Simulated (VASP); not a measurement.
Ni: single point with PBE

Crystal: Ni.

```
Ni
1.0
     0.00000    1.70795    1.70795
     1.70795    0.00000    1.70795
     1.70795    1.70795    0.00000
Ni
1
Cartesian
  0.0000 0.0000 0.0000
```

This cell differs from its parent crystal: volume scaled by 0.92.

```
Program             : VASP 6.6.1
Task                : single point
Functional          : PBE
Potentials or basis : VASP PAW PBE potentials, release 64 (Ni)
Cutoff              : 520 eV
k mesh              : 21 × 21 × 21
Occupations         : fermi-dirac, width 0.05 eV
Spin                : no spin polarisation
```

The pressure is 20.4 GPa and the band gap on the k mesh is zero (band 5 reaches 10.70 eV, above the bottom of band 6 at 9.60 eV).

Levels at points of the mesh, in eV from the Fermi level:
```
           k point  band 2  band 3  band 4  band 5  band 6  band 7  band 8  band 9
(0.00, 0.00, 0.00)   -2.11   -2.11   -2.11   -0.86   -0.86   24.56   29.18   29.18
```

Run time: 45 s on 1 thread of AMD EPYC 7R43 64-Core Processor (Zen 3) (shared host), peak memory 0.11 GiB.

Caveat: the run has no spin polarisation, though such a crystal can be magnetic. Spin polarisation is off, so any magnetic state and its effect on volume and gap are missing.
